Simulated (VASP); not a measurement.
# LiCl: single point with PBE

Crystal: LiCl.

```
CELL_PARAMETERS angstrom
0.00000 2.84236 2.84236
2.84236 0.00000 2.84236
2.84236 2.84236 0.00000
ATOMIC_POSITIONS crystal
Li 0.00000 0.00000 0.00000
Cl 0.25000 0.25000 0.25000
```

This cell differs from its parent crystal: strain +4.0%.

```json
{
 "Program": "VASP 6.6.1",
 "Task": "single point",
 "Functional": "PBE",
 "Potentials or basis": "VASP PAW PBE potentials, release 64 (Li_sv, Cl)",
 "Cutoff": "750 eV",
 "k mesh": "4 × 4 × 4",
 "Occupations": "gaussian, width 0.01 eV",
 "Spin": "no spin polarisation"
}
```

```json
{"Pressure": "-1.9 GPa", "Band gap on the k mesh": "5.66 eV, direct"}
```

Levels at points of the mesh, in eV from the valence-band top:
```
           k point  band 2  band 3  band 4  band 5  band 6  band 7  band 8  band 9
(0.00, 0.00, 0.00)  -12.50    0.00    0.00    0.00    5.66   10.01   10.01   10.01
(0.50, 0.00, 0.00)  -12.28   -1.69   -0.24   -0.24    8.01   10.10   10.18   10.18
(0.50, 0.50, 0.00)  -12.21   -1.38   -0.69   -0.69    6.68    9.51   12.42   13.11
```

Wall time 11 s on 1 thread of Intel(R) Xeon(R) 6975P-C (Granite Rapids) (shared host), peak memory 0.19 GiB.

Caveat: the k points lie up to 0.48 Å⁻¹ apart; the cell differs from its parent crystal (strain +4.0%).
